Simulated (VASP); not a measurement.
# Ge2Pd (P6/mmm) in VASP: further runs

The runs below take Ge2Pd through single point, relaxation of cell and atoms, with PBE.

Everything below comes from runs of VASP 6.6.1. Logs are shortened: lines on timing, memory, paths and dates and some standing lists are left out, and cuts for length are marked.

### 1 The cell of the first run

It takes space group P6/mmm (No. 191, hexagonal). The conventional cell has a = 2.832 Å, b = 2.832 Å, c = 7.874 Å, α = 90.00°, β = 90.00°, γ = 120.00°. Ge (site symmetry 6mm) has 1 Pd at 2.50 Å and 7 Ge at 2.83 to 2.86 Å within 3.3 Å. Within 3.3 Å of Pd (site symmetry 6/mmm) lie 2 Ge at 2.50 Å and 6 Pd at 2.83 Å.

The cell was built from a structure type or drawn by symmetry, and may not be a known phase.

### 2 Single point, PBE

Contents of INCAR:

```
  ALGO = Normal
  EDIFF = 1E-6
  ENCUT = 520
  GGA = PE
  ISIF = 2
  ISMEAR = 0
  LASPH = T
  LCHARG = F
  LREAL = F
  LWAVE = F
  NBANDS = 26
  NELM = 60
  PREC = Accurate
  SIGMA = 0.1
```

Contents of KPOINTS:

```
k-points
0
Gamma
  6 6 4
```

Contents of POSCAR:

```
Ge2Pd
1.0
    2.8315591489      0.0000000023      0.0000000000
   -1.4157795764      2.4522021541      0.0000000000
    0.0000000000      0.0000000000      7.8740572007
Ge Pd
2 1
Direct
    0.0000000000      0.0000000000      0.3181300742
    0.0000000000      0.0000000000      0.6818699258
    0.0000000000      0.0000000000      0.0000000000
```

Potentials or basis: VASP PAW PBE potentials, release 64 (Ge_d, Pd).

The run is started by

```bash
$ cat potpaw_PBE.64/Ge_d/POTCAR potpaw_PBE.64/Pd/POTCAR > POTCAR
$ mpirun -np 1 vasp_std > vasp.out
```

OUTCAR:

```text
EDIFF = 1E-6
   ENCUT = 520
   GGA = PE
   ISIF = 2
   ISMEAR = 0
   LASPH = T
   LREAL = F
   NELM = 60
   PREC = Accurate

 ion  position               nearest neighbor table
   1  0.000  0.000  0.318-   3 2.50   2 2.86
   2  0.000  0.000  0.682-   3 2.50   1 2.86
   3  0.000  0.000  0.000-   1 2.50   2 2.50

  LATTYP: Found a hexagonal cell.
 ALAT       =     2.8315591489
 C/A-ratio  =     2.7808203137

  Lattice vectors:

 A1 = (   2.8315591489,   0.0000000023,   0.0000000000)
 A2 = (  -1.4157795764,   2.4522021541,   0.0000000000)
 A3 = (   0.0000000000,   0.0000000000,   7.8740572007)

Analysis of symmetry for initial positions (statically):
=====================================================================
 Subroutine PRICEL returns:
 Original cell was already a primitive cell.

 Routine SETGRP: Setting up the symmetry group for a
 hexagonal supercell.

 Subroutine GETGRP returns: Found 24 space group operations
 (whereof 24 operations were pure point group operations)
 out of a pool of 24 trial point group operations.

The static configuration has the point symmetry D_6h.

Analysis of symmetry for dynamics (positions and initial velocities):
=====================================================================
 Subroutine PRICEL returns:
 Original cell was already a primitive cell.

 Routine SETGRP: Setting up the symmetry group for a
 hexagonal supercell.

 Subroutine GETGRP returns: Found 24 space group operations
 (whereof 24 operations were pure point group operations)
 out of a pool of 24 trial point group operations.

The dynamic configuration has the point symmetry D_6h.

 Subroutine INISYM returns: Found 24 space group operations
 (whereof 24 operations are pure point group operations),
 and found     1 'primitive' translations

----------------------------------------------------------------------------------------

                                     Primitive cell

  volume of cell :      54.6740

  direct lattice vectors                    reciprocal lattice vectors
     2.831559149  0.000000002  0.000000000     0.353162320  0.203898361  0.000000000
    -1.415779576  2.452202154  0.000000000    -0.000000000  0.407796722  0.000000000
     0.000000000  0.000000000  7.874057201     0.000000000  0.000000000  0.126999331

  length of vectors
     2.831559149  2.831559149  7.874057201     0.407796722  0.407796722  0.126999331

  position of ions in fractional coordinates (direct lattice)
     0.000000000  0.000000000  0.318130074
     0.000000000  0.000000000  0.681869926
     0.000000000  0.000000000  0.000000000

  ion indices of the primitive-cell ions
   primitive index   ion index
                 1           1
                 2           2
                 3           3

----------------------------------------------------------------------------------------

 KPOINTS: k-points

Automatic generation of k-mesh.
 Grid dimensions read from file:
 generate k-points for:    6    6    4

 Generating k-lattice:

  Cartesian coordinates                     Fractional coordinates (reciprocal lattice)
     0.058860387  0.033983060  0.000000000     0.166666667  0.000000000  0.000000000
    -0.000000000  0.067966120  0.000000000     0.000000000  0.166666667  0.000000000
     0.000000000  0.000000000  0.031749833     0.000000000  0.000000000  0.250000000

  Length of vectors
     0.067966120  0.067966120  0.031749833

  Shift w.r.t. Gamma in fractional coordinates (k-lattice)
     0.000000000  0.000000000  0.000000000

 Subroutine IBZKPT returns following result:
 ===========================================

 Found     21 irreducible k-points:

 Following reciprocal coordinates:
            Coordinates               Weight
  0.000000  0.000000  0.000000      1.000000
  0.166667  0.000000  0.000000      6.000000
  0.333333  0.000000  0.000000      6.000000
  0.500000  0.000000  0.000000      3.000000
  0.166667  0.166667  0.000000      6.000000
  0.333333  0.166667  0.000000     12.000000
[... 13 lines left out ...]
  0.333333  0.166667  0.500000     12.000000
  0.333333  0.333333  0.500000      2.000000
   k-points           NKPTS =     21   k-points in BZ     NKDIM =     21   number of bands    NBANDS=     26
   number of dos      NEDOS =    301   number of ions     NIONS =      3
   total plane-waves  NPLWV =  34560
   dimension x,y,z NGX =    24 NGY =   24 NGZ =   60
   dimension x,y,z NGXF=    48 NGYF=   48 NGZF=  120
   ions per type =               2   1
   NGX,Y,Z   is equivalent  to a cutoff of  14.09, 14.09, 12.67 a.u.
   NGXF,Y,Z  is equivalent  to a cutoff of  28.18, 28.18, 25.34 a.u.
 SYSTEM =  unknown system
   PREC   = accura    normal or accurate (medium, high low for compatibility)
   ISTART =      0    job   : 0-new  1-cont  2-samecut
   ICHARG =      2    charge: 1-file 2-atom 10-const
   ISPIN  =      1    spin polarized calculation?
   LNONCOLLINEAR =      F non collinear calculations
   LSORBIT =      F    spin-orbit coupling
   LASPH  =      T    aspherical Exc in radial PAW
   ENCUT  =  520.0 eV  38.22 Ry    6.18 a.u.   5.26  5.26 14.64*2*pi/ulx,y,z
   NELM   =     60;   NELMIN=  2; NELMDL= -5     # of ELM steps
   EDIFF  = 0.1E-05   stopping-criterion for ELM
   LREAL  =      F    real-space projection
   EDIFFG = 0.1E-04   stopping-criterion for IOM
   NSW    =      0    number of steps for IOM
   IBRION =     -1    ionic relax: 0-MD 1-quasi-New 2-CG
   NFREE  =      0    steps in history (QN), initial steepest desc. (CG)
   ISIF   =      2    stress and relaxation
   ISYM   =      2    0-nonsym 1-usesym 2-fastsym
   POTIM  = 0.5000    time-step for ionic-motion
   TEBEG  =    0.0;   TEEND  =   0.0 temperature during run
   PSTRESS=    0.0 pullay stress
   NELECT =      38.0000    total number of electrons
   NUPDOWN=      -1.0000    fix difference up-down
   EMIN   =  10.00;   EMAX   =-10.00  energy-range for DOS
   EFERMI =   0.00;   METHOD = LEGACY
   ISMEAR =     0;   SIGMA  =   0.10  broadening in eV -4-tet -1-fermi 0-gaus
   EFERMI_NEDOS =   21; number of points for ismear=-14 and -15
   IALGO  =     38    algorithm
   IMIX   =      4    mixing-type and parameters
     AMIX     =   0.40;   BMIX     =  1.00
     AMIX_MAG =   1.60;   BMIX_MAG =  1.00
  volume/ion in A,a.u.               =      18.22       122.99
  Fermi-wavevector in a.u.,A,eV,Ry     =   1.450138  2.740363 28.611678  2.102899
  Thomas-Fermi vector in A             =   2.567784
   LORBIT       =      0    0 simple, 1 ext, 2 COOP (PROOUT), +10 PAW based schemes
   GGA     = PE    functional components
   LHFCALC =     F    Hartree Fock is set to
   AEXX    =    0.0000 exact exchange contribution
   IVDW    =     0    specifies the selected vdW correction
   LEPSILON=     F    determine dielectric tensor
   LRPA    =     F    only Hartree local field effects (RPA)
 non-spin polarized calculation
 Gauss-broadening in eV      SIGMA  =   0.10
  energy-cutoff  :      520.00
  volume of cell :       54.67
 maximum number of plane-waves:      1492
 NGX is ok and might be reduce to    24
   NGX = 11   NGY = 11   NGZ = 29

 number of electron      38.0000009 magnetization

 Free energy of the ion-electron system (eV)
  ---------------------------------------------------
  ext. energy  EPLUGINS =         0.00000000
  ---------------------------------------------------
  free energy    TOTEN  =       -14.11470836 eV

  energy without entropy =      -14.10473151  energy(sigma->0) =      -14.10971993

 E-fermi :   6.9558     XC(G=0): -11.5471

 val. band max:        6.9334409361   @ k =   0.5000   0.0000   0.5000
 cond. band min:       6.9792811016   @ k =   0.3333   0.1667   0.5000
 fundamental gap:      0.0458401654
 Fermi energy:         6.9558427402

 k-point     1 :       0.0000    0.0000    0.0000
  band No.  band energies     occupation
      1     -17.6801      2.00000
      2     -17.6388      2.00000
      3     -17.6388      2.00000
      4     -17.6362      2.00000
      5     -17.6362      2.00000
      6     -17.6172      2.00000
[... 18 lines left out ...]
     25      17.8389      0.00000
     26      21.4846      0.00000

 k-point     2 :       0.1667    0.0000    0.0000
  band No.  band energies     occupation
      1     -17.6688      2.00000
      2     -17.6476      2.00000
      3     -17.6364      2.00000
      4     -17.6048      2.00000
      5     -17.6025      2.00000
      6     -17.5897      2.00000
[... 18 lines left out ...]
     25      18.8000      0.00000
     26      18.9730      0.00000

 k-point     3 :       0.3333    0.0000    0.0000
  band No.  band energies     occupation
      1     -17.6879      2.00000
      2     -17.6746      2.00000
      3     -17.6016      2.00000
      4     -17.5918      2.00000
      5     -17.5761      2.00000
      6     -17.5553      2.00000
[... 18 lines left out ...]
     25      14.5250      0.00000
     26      17.1147      0.00000

 k-point     4 :       0.5000    0.0000    0.0000
  band No.  band energies     occupation
      1     -17.7009      2.00000
      2     -17.6884      2.00000
      3     -17.6211      2.00000
      4     -17.5931      2.00000
      5     -17.5671      2.00000
      6     -17.5598      2.00000
[... 18 lines left out ...]
     25      14.4020      0.00000
     26      15.6924      0.00000
[... 409 lines left out ...]
      1     -17.6462      2.00000
      2     -17.6430      2.00000
      3     -17.6359      2.00000
      4     -17.5956      2.00000
      5     -17.5885      2.00000
      6     -17.5639      2.00000
[... 18 lines left out ...]
     25      16.3466      0.00000
     26      17.5750      0.00000

 k-point    20 :       0.3333    0.1667    0.5000
  band No.  band energies     occupation
      1     -17.6587      2.00000
      2     -17.6485      2.00000
      3     -17.6113      2.00000
      4     -17.5837      2.00000
      5     -17.5816      2.00000
      6     -17.5704      2.00000
[... 18 lines left out ...]
     25      13.8968      0.00000
     26      17.6619      0.00000

 k-point    21 :       0.3333    0.3333    0.5000
  band No.  band energies     occupation
      1     -17.5970      2.00000
      2     -17.5970      2.00000
      3     -17.5839      2.00000
      4     -17.5794      2.00000
      5     -17.5794      2.00000
      6     -17.5774      2.00000
[... 18 lines left out ...]
     25      13.9599      0.00000
     26      14.4515      0.00000

------------------------ aborting loop because EDIFF is reached ----------------------------------------

  FORCE on cell =-STRESS in cart. coord.  units (eV):
  Direction    XX          YY          ZZ          XY          YZ          ZX
  --------------------------------------------------------------------------------------
  -------------------------------------------------------------------------------------
  Total       -0.0226408     -0.0226408      0.1103852     -0.0000000     -0.0000000     -0.0000000
  in kB       -0.6634716     -0.6634716      3.2347522     -0.0000000     -0.0000000     -0.0000000
  external PRESSURE =       0.6359363 kB  Pullay stress =       0.0000000 kB

 VOLUME and BASIS-vectors are now :
 -----------------------------------------------------------------------------
  energy-cutoff  :      520.00
  volume of cell :       54.67
      direct lattice vectors                 reciprocal lattice vectors
     2.831559149  0.000000002  0.000000000     0.353162320  0.203898361  0.000000000
    -1.415779576  2.452202154  0.000000000    -0.000000000  0.407796722  0.000000000
     0.000000000  0.000000000  7.874057201     0.000000000  0.000000000  0.126999331

 POSITION                                       TOTAL-FORCE (eV/Angst)
 -----------------------------------------------------------------------------------
      0.00000      0.00000      2.50497        -0.000000      0.000000      0.040991
      0.00000      0.00000      5.36908         0.000000     -0.000000     -0.040991
      0.00000      0.00000      0.00000        -0.000000     -0.000000      0.000000
 -----------------------------------------------------------------------------------
    total drift:                                0.000000      0.000000      0.000000

  FREE ENERGIE OF THE ION-ELECTRON SYSTEM (eV)
  ---------------------------------------------------
  free  energy   TOTEN  =       -14.1147083611 eV

  energy  without entropy=      -14.1047315083  energy(sigma->0) =      -14.10971993
```

Run time: 48 s. Hardware: 1 thread of Intel Xeon 8259CL, shared host; peak memory 0.19 GiB.

Results:

- Free energy: -14.1147 eV
- Pressure: 0.1 GPa
- Largest force: 0.041 eV/Å
- Band gap on the k mesh: zero (bands 19 and 20 overlap by 2.65 eV)

Forces in eV/Å, atoms in the order of the input:
```
Ge   0.000  0.000  0.041
Ge   0.000  0.000 -0.041
Pd   0.000  0.000  0.000
```

Levels at points of the mesh, in eV from the Fermi level:
| k point | band 17 | band 18 | band 19 | band 20 | band 21 | band 22 |
| --- | --- | --- | --- | --- | --- | --- |
| (0.00, 0.00, 0.00) | -1.23 | -1.23 | -0.65 | 2.03 | 9.48 | 9.48 |
| (0.50, 0.00, 0.00) | -1.96 | -1.68 | -0.03 | 1.95 | 2.08 | 4.04 |
| (0.00, 0.00, 0.50) | -2.28 | -1.23 | -1.23 | 6.20 | 6.54 | 9.70 |
| (0.50, 0.00, 0.50) | -1.69 | -1.34 | -0.03 | -0.02 | 2.89 | 4.48 |

Caveat: the k points lie up to 0.43 Å⁻¹ apart, too coarse for converged energies and pressures of a metal.

### 3 Single point, PBE

This run uses another cell than the first one, of 21.51 Å³/atom.

Contents of INCAR:

```
SYSTEM = Ge2Pd
PREC = Accurate
ENCUT = 520
EDIFF = 1E-7
ISMEAR = 0
SIGMA = 0.1
LREAL = .False.
LASPH = .True.
NELM = 100
ALGO = Normal
ISIF = 2
LWAVE = .False.
LCHARG = .False.
GGA = PE
NBANDS = 26
```

Contents of KPOINTS:

```
regular mesh
0
Gamma
  6 6 4
  0 0 0
```

Contents of POSCAR:

```
Ge2Pd
1.0
    3.5147710300      0.0000000000      0.0000000000
   -1.7573855200      3.0438810000      0.0000000000
    0.0000000000      0.0000000000      6.0322810400
Ge Pd
2 1
Direct
    0.0000000000      0.0000000000      0.2908737100
    0.0000000000      0.0000000000      0.7091262900
    0.0000000000      0.0000000000      0.0000000000
```

Potentials or basis: VASP PAW PBE potentials, release 64 (Ge_d, Pd).

The run is started by

```bash
$ cat potpaw_PBE.64/Ge_d/POTCAR potpaw_PBE.64/Pd/POTCAR > POTCAR
$ mpirun -np 1 vasp_std > vasp.out
```

It took 64 s on 1 thread of Intel Xeon 8259CL, shared host; peak memory 0.2 GiB.

The run converged. Its results:

```yaml
Free_energy: -2.1264 eV
Pressure: 67.8 GPa
Largest_force: 24.468 eV/Å
Band_gap_on_the_k_mesh: zero (bands 19 and 20 overlap by 3.51 eV)
```

Forces in eV/Å, atoms in the order of the input:
```
Ge    0.000   0.000  24.468
Ge    0.000   0.000 -24.468
Pd    0.000   0.000   0.000
```

Stress tensor (GPa, compression positive):
```
 -4.75   0.00   0.00
  0.00  -4.75   0.00
  0.00   0.00 212.76
```

Levels at points of the mesh, in eV from the Fermi level:
```tsv
k point	band 17	band 18	band 19	band 20	band 21	band 22
(0.00, 0.00, 0.00)	-3.44	-3.44	2.49	2.49	6.00	7.02
(0.50, 0.00, 0.00)	-3.95	-2.68	-0.23	0.77	1.17	2.51
(0.00, 0.00, 0.50)	-3.44	-1.15	0.85	3.94	3.94	4.57
(0.50, 0.00, 0.50)	-2.68	-2.34	-1.50	0.60	2.19	2.88
```

Caveat: atoms lie so close that the PAW spheres overlap strongly, which falsifies energies and pressures; the cell stands under pressure; forces of over 1 eV/Å act on the atoms, so gaps and moduli don't describe the material at rest.

[end of part 1 of 3]
